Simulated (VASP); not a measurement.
## O: single point with PBE

Crystal: O.

```
O
1.0
     0.00000    1.26119    1.26119
     1.26119    0.00000    1.26119
     1.26119    1.26119    0.00000
O
1
Direct
  0.00000 0.00000 0.00000
```

This cell differs from its parent crystal: volume scaled by 0.5.

```yaml
Program: VASP 6.6.1
Task: single point
Functional: PBE
Potentials_or_basis: VASP PAW PBE potentials, release 64 (O)
Cutoff: 520 eV
k_mesh: 20 × 20 × 20
Occupations: fermi-dirac, width 0.1 eV
Spin: no spin polarisation
```

```yaml
Pressure: 448.1 GPa
Band_gap_on_the_k_mesh: zero (band 3 reaches 18.49 eV, above the bottom of band 4 at 9.08 eV)
```

Levels at points of the mesh, in eV from the Fermi level:
```
           k point  band 1  band 2  band 3  band 4  band 5  band 6  band 7  band 8
(0.00, 0.00, 0.00)  -32.20    4.69    4.69    4.69   36.52   44.40   44.40   44.40
(0.50, 0.00, 0.00)  -20.45  -15.64    2.71    2.71   31.89   38.09   40.53   40.53
(0.50, 0.50, 0.00)  -15.86  -13.22   -1.92   -1.92   19.38   24.04   47.70   59.62
```

Wall time 6.2 s on 1 thread of Intel Xeon 8259CL (shared host), peak memory 0.11 GiB.
